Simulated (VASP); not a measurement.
# In (C2/m) in VASP: a series of runs

In is run at these levels: PBE; tasks: single point.

All numbers are computed with VASP 6.6.1; they aren't measurements. Logs are shortened: lines on timing, memory, paths and dates and some standing lists are left out, and cuts for length are marked.

### Step 1. The cell of the first run

It takes space group C2/m (No. 12, monoclinic). Conventional cell: a = 4.608 Å, b = 4.731 Å, c = 3.371 Å, α = 90.00°, β = 131.51°, γ = 90.00°. In (site symmetry 2/m) has 12 In at 3.30 to 3.47 Å within 4.3 Å.

### Step 2. Single point, PBE

The input, INCAR:

```
SYSTEM = In
PREC = Accurate
ENCUT = 520
EDIFF = 1E-7
ISMEAR = 1
SIGMA = 1.0
LREAL = .False.
LASPH = .True.
NELM = 100
ALGO = Normal
ISIF = 2
LWAVE = .False.
LCHARG = .False.
GGA = PE
NBANDS = 12
```

The input, KPOINTS:

```
regular mesh
0
Gamma
  11 11 14
  0 0 0
```

The input, POSCAR:

```
In
1.0
   -1.6482197047      1.6973406184      2.5249789927
    1.6973406184     -1.6482197047      2.5249789927
    1.6043570008      1.6043570008     -2.4927016059
In
1
Direct
    0.0000000000      0.0000000000      0.0000000000
```

Potentials or basis: VASP PAW PBE potentials, release 64 (In_d).

Started as:

```sh
> cat potpaw_PBE.64/In_d/POTCAR > POTCAR
> mpirun -np 1 vasp_std > vasp.out
```

OUTCAR:

```text
SYSTEM = In
   PREC = Accurate
   ENCUT = 520
   EDIFF = 1E-7
   ISMEAR = 1
   LREAL = .False.
   LASPH = .True.
   NELM = 100
   ISIF = 2
   GGA = PE

 ion  position               nearest neighbor table
   1  0.000  0.000  0.000-

  Warning from LATTYP: Got some problem with cell dimensions!
  Tried to take original basis but could not verify dimensions!
  LATTYP: Found a base centered monoclinic cell.
 ALAT       =     4.6077265532
 B/A-ratio  =     1.0268267285
 C/A-ratio  =     0.7315277982
 COS(beta)  =    -0.6627023839

  Lattice vectors:

 A1 = (   0.0438627039,  -3.3016976192,  -0.0322773868)
 A2 = (  -3.3016976192,   0.0438627039,  -0.0322773868)
 A3 = (   1.6043570008,   1.6043570008,  -2.4927016059)

Analysis of symmetry for initial positions (statically):
=====================================================================
 Subroutine PRICEL returns:
 Original cell was already a primitive cell.

 Routine SETGRP: Setting up the symmetry group for a
 base centered monoclinic supercell.

 Subroutine GETGRP returns: Found  4 space group operations
 (whereof  4 operations were pure point group operations)
 out of a pool of  4 trial point group operations.

The static configuration has the point symmetry C_2h.

Analysis of symmetry for dynamics (positions and initial velocities):
=====================================================================
 Subroutine PRICEL returns:
 Original cell was already a primitive cell.

 Routine SETGRP: Setting up the symmetry group for a
 base centered monoclinic supercell.

 Subroutine GETGRP returns: Found  4 space group operations
 (whereof  4 operations were pure point group operations)
 out of a pool of  4 trial point group operations.

The dynamic configuration has the point symmetry C_2h.

 Subroutine INISYM returns: Found  4 space group operations
 (whereof  4 operations are pure point group operations),
 and found     1 'primitive' translations

----------------------------------------------------------------------------------------

                                     Primitive cell

  volume of cell :      27.5152

  direct lattice vectors                    reciprocal lattice vectors
    -1.648219705  1.697340618  2.524978993     0.002091654  0.300995246  0.195073325
     1.697340618 -1.648219705  2.524978993     0.300995246  0.002091654  0.195073325
     1.604357001  1.604357001 -2.492701606     0.307011499  0.307011499 -0.005972598

  length of vectors
     3.460218531  3.460218531  3.370680060     0.358686654  0.358686654  0.434220903

  position of ions in fractional coordinates (direct lattice)
     0.000000000  0.000000000  0.000000000

  ion indices of the primitive-cell ions
   primitive index   ion index
                 1           1

----------------------------------------------------------------------------------------

 KPOINTS: regular mesh

Automatic generation of k-mesh.
 Grid dimensions read from file:
 generate k-points for:   11   11   14

 Generating k-lattice:

  Cartesian coordinates                     Fractional coordinates (reciprocal lattice)
     0.000190150  0.027363204  0.017733939     0.090909091  0.000000000 -0.000000000
     0.027363204  0.000190150  0.017733939     0.000000000  0.090909091 -0.000000000
     0.021929393  0.021929393 -0.000426614     0.000000000  0.000000000  0.071428571

  Length of vectors
     0.032607878  0.032607878  0.031015779

  Shift w.r.t. Gamma in fractional coordinates (k-lattice)
     0.000000000  0.000000000  0.000000000

 Subroutine IBZKPT returns following result:
 ===========================================

 Found    468 irreducible k-points:

 Following reciprocal coordinates:
            Coordinates               Weight
  0.000000  0.000000  0.000000      1.000000
  0.090909  0.000000 -0.000000      4.000000
  0.181818  0.000000 -0.000000      4.000000
  0.272727 -0.000000 -0.000000      4.000000
  0.363636  0.000000 -0.000000      4.000000
  0.454545  0.000000 -0.000000      4.000000
[... 16 lines left out ...]
 -0.272727  0.181818 -0.000000      4.000000
 -0.181818  0.181818  0.000000      2.000000
 [... further k-points ...]
   k-points           NKPTS =    468   k-points in BZ     NKDIM =    468   number of bands    NBANDS=     12
   number of dos      NEDOS =    301   number of ions     NIONS =      1
   total plane-waves  NPLWV =  21952
   dimension x,y,z NGX =    28 NGY =   28 NGZ =   28
   dimension x,y,z NGXF=    56 NGYF=   56 NGZF=   56
   ions per type =               1
   NGX,Y,Z   is equivalent  to a cutoff of  13.45, 13.45, 13.81 a.u.
   NGXF,Y,Z  is equivalent  to a cutoff of  26.91, 26.91, 27.62 a.u.
 SYSTEM =  In
   PREC   = accura    normal or accurate (medium, high low for compatibility)
   ISTART =      0    job   : 0-new  1-cont  2-samecut
   ICHARG =      2    charge: 1-file 2-atom 10-const
   ISPIN  =      1    spin polarized calculation?
   LNONCOLLINEAR =      F non collinear calculations
   LSORBIT =      F    spin-orbit coupling
   LASPH  =      T    aspherical Exc in radial PAW
   ENCUT  =  520.0 eV  38.22 Ry    6.18 a.u.   6.43  6.43  6.27*2*pi/ulx,y,z
   NELM   =    100;   NELMIN=  2; NELMDL= -5     # of ELM steps
   EDIFF  = 0.1E-06   stopping-criterion for ELM
   LREAL  =      F    real-space projection
   EDIFFG = 0.1E-05   stopping-criterion for IOM
   NSW    =      0    number of steps for IOM
   IBRION =     -1    ionic relax: 0-MD 1-quasi-New 2-CG
   NFREE  =      0    steps in history (QN), initial steepest desc. (CG)
   ISIF   =      2    stress and relaxation
   ISYM   =      2    0-nonsym 1-usesym 2-fastsym
   POTIM  = 0.5000    time-step for ionic-motion
   TEBEG  =    0.0;   TEEND  =   0.0 temperature during run
   PSTRESS=    0.0 pullay stress
   NELECT =      13.0000    total number of electrons
   NUPDOWN=      -1.0000    fix difference up-down
   EMIN   =  10.00;   EMAX   =-10.00  energy-range for DOS
   EFERMI =   0.00;   METHOD = LEGACY
   ISMEAR =     1;   SIGMA  =   1.00  broadening in eV -4-tet -1-fermi 0-gaus
   EFERMI_NEDOS =   21; number of points for ismear=-14 and -15
   IALGO  =     38    algorithm
   IMIX   =      4    mixing-type and parameters
     AMIX     =   0.40;   BMIX     =  1.00
     AMIX_MAG =   1.60;   BMIX_MAG =  1.00
  volume/ion in A,a.u.               =      27.52       185.68
  Fermi-wavevector in a.u.,A,eV,Ry     =   1.275064  2.409521 22.120188  1.625788
  Thomas-Fermi vector in A             =   2.407797
   LORBIT       =      0    0 simple, 1 ext, 2 COOP (PROOUT), +10 PAW based schemes
   GGA     = PE    functional components
   LHFCALC =     F    Hartree Fock is set to
   AEXX    =    0.0000 exact exchange contribution
   IVDW    =     0    specifies the selected vdW correction
   LEPSILON=     F    determine dielectric tensor
   LRPA    =     F    only Hartree local field effects (RPA)
 non-spin polarized calculation
 Methfessel and Paxton  Order N= 1 SIGMA  =   1.00
  energy-cutoff  :      520.00
  volume of cell :       27.52
 maximum number of plane-waves:       753
 NGX is ok and might be reduce to    28
   NGX = 13   NGY = 13   NGZ = 13

 number of electron      12.9999999 magnetization

 Free energy of the ion-electron system (eV)
  ---------------------------------------------------
  ext. energy  EPLUGINS =         0.00000000
  ---------------------------------------------------
  free energy    TOTEN  =        -2.55815300 eV

  energy without entropy =       -2.55882928  energy(sigma->0) =       -2.55837843

 E-fermi :   6.9692     XC(G=0): -10.0156

 val. band max:        6.9601259469   @ k =  -0.2727   0.3636   0.1429
 cond. band min:       6.9703063592   @ k =  -0.2727  -0.4545   0.2143
 fundamental gap:      0.0101804122
 Fermi energy:         6.9692295527

 k-point     1 :       0.0000    0.0000    0.0000
  band No.  band energies     occupation
      1      -7.6934      2.00000
      2      -7.6097      2.00000
      3      -7.5759      2.00000
      4      -7.5272      2.00000
      5      -7.4296      2.00000
      6      -2.2412      2.00000
      7      16.7611     -0.00000
      8      17.0144     -0.00000
      9      17.4795     -0.00000
     10      18.5313     -0.00000
     11      20.2273     -0.00000
     12      20.5664     -0.00000

 k-point     2 :       0.0909    0.0000   -0.0000
  band No.  band energies     occupation
      1      -7.6824      2.00000
      2      -7.6085      2.00000
      3      -7.5696      2.00000
      4      -7.5220      2.00000
      5      -7.4336      2.00000
      6      -2.0701      2.00000
      7      14.9036     -0.00000
      8      16.6919     -0.00000
      9      17.1090     -0.00000
     10      18.3397     -0.00000
     11      20.7659     -0.00000
     12      21.0700     -0.00000

 k-point     3 :       0.1818    0.0000   -0.0000
  band No.  band energies     occupation
      1      -7.6636      2.00000
      2      -7.6149      2.00000
      3      -7.5548      2.00000
      4      -7.4940      2.00000
      5      -7.4375      2.00000
      6      -1.5518      2.00000
      7      11.9428     -0.00000
      8      16.0923     -0.00000
      9      16.5271     -0.00000
     10      18.2475     -0.00000
     11      19.8898     -0.00000
     12      21.9887     -0.00000
[... 286 lines left out ...]
 k-point    23 :      -0.2727    0.1818   -0.0000
  band No.  band energies     occupation
      1      -7.6857      2.00000
      2      -7.5718      2.00000
      3      -7.5132      2.00000
      4      -7.4956      2.00000
      5      -7.4176      2.00000
      6      -0.6261      2.00000
      7      11.2561     -0.00000
      8      13.6897     -0.00000
      9      14.3691     -0.00000
     10      16.3750     -0.00000
     11      17.0016     -0.00000
     12      22.4771     -0.00000

 k-point    24 :      -0.1818    0.1818    0.0000
  band No.  band energies     occupation
      1      -7.6659      2.00000
      2      -7.5743      2.00000
      3      -7.5365      2.00000
      4      -7.5129      2.00000
      5      -7.4456      2.00000
      6      -1.2845      2.00000
      7      13.6898     -0.00000
      8      14.4590     -0.00000
      9      14.5789     -0.00000
     10      16.2978     -0.00000
     11      17.9145     -0.00000
     12      22.8512     -0.00000

 [... further k-points ...]

------------------------ aborting loop because EDIFF is reached ----------------------------------------

  FORCE on cell =-STRESS in cart. coord.  units (eV):
  Direction    XX          YY          ZZ          XY          YZ          ZX
  --------------------------------------------------------------------------------------
  -------------------------------------------------------------------------------------
  Total        0.0025417      0.0025417     -0.0287848      0.0084696     -0.0243388     -0.0243388
  in kB        0.1479994      0.1479994     -1.6761052      0.4931748     -1.4172223     -1.4172221
  external PRESSURE =      -0.4600355 kB  Pullay stress =       0.0000000 kB

 VOLUME and BASIS-vectors are now :
 -----------------------------------------------------------------------------
  energy-cutoff  :      520.00
  volume of cell :       27.52
      direct lattice vectors                 reciprocal lattice vectors
    -1.648219705  1.697340618  2.524978993     0.002091654  0.300995246  0.195073325
     1.697340618 -1.648219705  2.524978993     0.300995246  0.002091654  0.195073325
     1.604357001  1.604357001 -2.492701606     0.307011499  0.307011499 -0.005972598

 POSITION                                       TOTAL-FORCE (eV/Angst)
 -----------------------------------------------------------------------------------
      0.00000      0.00000      0.00000         0.000000      0.000000      0.000000
 -----------------------------------------------------------------------------------
    total drift:                               -0.000000     -0.000000     -0.000000

  FREE ENERGIE OF THE ION-ELECTRON SYSTEM (eV)
  ---------------------------------------------------
  free  energy   TOTEN  =        -2.5581530001 eV

  energy  without entropy=       -2.5588292800  energy(sigma->0) =       -2.55837843
```

Run time: 58 s. Hardware: 1 thread of Intel Xeon 6975P-C (Granite Rapids), shared host; peak memory 0.27 GiB.

Results:

```yaml
Free_energy: -2.5582 eV
Pressure: 0.0 GPa
Band_gap_on_the_k_mesh: zero (an odd number of electrons rules out a gap without spin polarisation)
```

Levels at points of the mesh, in eV from the Fermi level:
```tsv
k point	band 3	band 4	band 5	band 6	band 7	band 8	band 9	band 10
(0.00, 0.00, 0.00)	-14.55	-14.50	-14.40	-9.21	9.79	10.05	10.51	11.56
(0.00, 0.00, 0.50)	-14.33	-14.30	-14.23	-1.65	-1.53	3.24	3.64	6.54
```

Caveat: so wide a smearing shifts energies and pressures; spin-orbit coupling is left out, which moves the levels of the heavy elements.

### Step 3. Single point, PBE

The input, INCAR:

```
PREC = Accurate
ENCUT = 520
EDIFF = 1E-6
ISMEAR = 1
SIGMA = 0.01
LREAL = F
LASPH = T
NELM = 60
ALGO = Normal
ISIF = 2
LWAVE = F
LCHARG = F
GGA = PE
NBANDS = 12
```

The input, KPOINTS:

```
Automatic mesh
0
Gamma
  11 11 14
```

POSCAR is that of step 2.

Potentials or basis: VASP PAW PBE potentials, release 64 (In_d).

Started as:

```sh
> cat potpaw_PBE.64/In_d/POTCAR > POTCAR
> mpirun -np 1 vasp_std > vasp.out
```

Wall time 52 s (1 thread of Intel Xeon 6975P-C (Granite Rapids), shared host); peak memory 0.27 GiB.

The run converged. Its results:

- Free energy: -2.5594 eV
- Pressure: -0.1 GPa
- Band gap on the k mesh: zero (an odd number of electrons rules out a gap without spin polarisation)

Stress tensor (GPa, compression positive):
```
 0.08 -0.15 -0.29
-0.15  0.08 -0.29
-0.29 -0.29 -0.33
```

Levels at points of the mesh, in eV from the Fermi level:
```
           k point  band 3  band 4  band 5  band 6  band 7  band 8  band 9  band 10
(0.00, 0.00, 0.00)  -14.54  -14.49  -14.40   -9.21    9.80   10.05   10.51    11.57
(0.00, 0.00, 0.50)  -14.33  -14.29  -14.23   -1.65   -1.53    3.25    3.64     6.54
```

Caveat: spin-orbit coupling is left out, which moves the levels of the heavy elements.

### Step 4. Single point, PBE

The input, INCAR:

```
PREC = Accurate ; ENCUT = 520
EDIFF = 1E-7 ; ISMEAR = 1
SIGMA = 0.1 ; LREAL = F
LASPH = T ; NELM = 80
ALGO = Normal ; ISIF = 2
LWAVE = F ; LCHARG = F
GGA = PE ; NBANDS = 12
```

The input, KPOINTS:

```
regular mesh
0
Gamma
  11 11 14
```

POSCAR is that of step 3.

Started as:

```sh
> cat potpaw_PBE.64/In_d/POTCAR > POTCAR
> mpirun -np 1 vasp_std > vasp.out
```

Run time: 57 s. Hardware: 1 thread of Intel Xeon 6975P-C (Granite Rapids), shared host; peak memory 0.27 GiB.

The run converged. Its results:

* Free energy: -2.5593 eV
* Pressure: 0.0 GPa
* Band gap on the k mesh: zero (an odd number of electrons rules out a gap without spin polarisation)

Stress tensor (GPa, compression positive):
```
 0.07 -0.15 -0.26
-0.15  0.07 -0.26
-0.26 -0.26 -0.28
```

Levels at points of the mesh, in eV from the Fermi level:
```
           k point  band 2  band 3  band 4  band 5  band 6  band 7  band 8  band 9  band 10  band 11
(0.00, 0.00, 0.00)  -14.58  -14.54  -14.49  -14.40   -9.21    9.79   10.05   10.51    11.56    13.26
(0.00, 0.00, 0.50)  -14.70  -14.33  -14.29  -14.23   -1.65   -1.53    3.24    3.64     6.54     6.99
```

Caveat: spin-orbit coupling is left out, which moves the levels of the heavy elements.

### Step 5. Single point, PBE

The input, INCAR:

```
PREC     = Accurate       # precision mode
ENCUT    = 520            # plane-wave cutoff, eV
EDIFF    = 1E-6           # SCF threshold, eV
ISMEAR   = 1              # smearing method
SIGMA    = 0.2            # smearing width, eV
LREAL    = False          # projectors in reciprocal space
LASPH    = True           # aspherical terms in the spheres
NELM     = 60             # most SCF steps
ALGO     = Normal         # electronic algorithm
ISIF     = 2              # what is computed and relaxed
LWAVE    = False          # write WAVECAR
LCHARG   = False          # write CHGCAR
GGA      = PE             # functional
NBANDS   = 12             # bands
```

KPOINTS is that of step 4.

POSCAR is that of step 4.

Started as:

```sh
> cat potpaw_PBE.64/In_d/POTCAR > POTCAR
> mpirun -np 1 vasp_std > vasp.out
```

Run time: 50 s. Hardware: 1 thread of Intel Xeon 6975P-C (Granite Rapids), shared host; peak memory 0.27 GiB.

It converged, with:

```yaml
Free_energy: -2.5592 eV
Pressure: 0.0 GPa
Band_gap_on_the_k_mesh: zero (an odd number of electrons rules out a gap without spin polarisation)
```

Stress tensor (GPa, compression positive):
```
 0.05 -0.11 -0.27
-0.11  0.05 -0.27
-0.27 -0.27 -0.21
```

Levels at points of the mesh, in eV from the Fermi level:
```csv
k point,band 3,band 4,band 5,band 6,band 7,band 8,band 9,band 10
"(0.00, 0.00, 0.00)",-14.54,-14.50,-14.40,-9.21,9.79,10.05,10.51,11.56
"(0.00, 0.00, 0.50)",-14.33,-14.29,-14.23,-1.65,-1.53,3.24,3.64,6.54
```

Caveat: spin-orbit coupling is left out, which moves the levels of the heavy elements.

### Step 6. The runs side by side

| smearing | gap on the mesh (eV) | pressure (GPa) |
| --- | --- | --- |
| methfessel-paxton 1 eV | none | 0.0 |
| methfessel-paxton 0.01 eV | none | -0.1 |
| methfessel-paxton 0.1 eV | none | 0.0 |
| methfessel-paxton 0.2 eV | none | 0.0 |

Alike in all rows: task single point; level PBE; potentials or basis VASP PAW PBE potentials, release 64 (In_d); no spin polarisation; cell as given; k mesh 11 × 11 × 14; cutoff (eV) 520.

Caveats: spin-orbit coupling is left out, which moves the levels of the heavy elements; so wide a smearing shifts energies and pressures (at least some runs).

Total energies depend on the potentials used, so only differences within one code and one set of settings carry meaning.
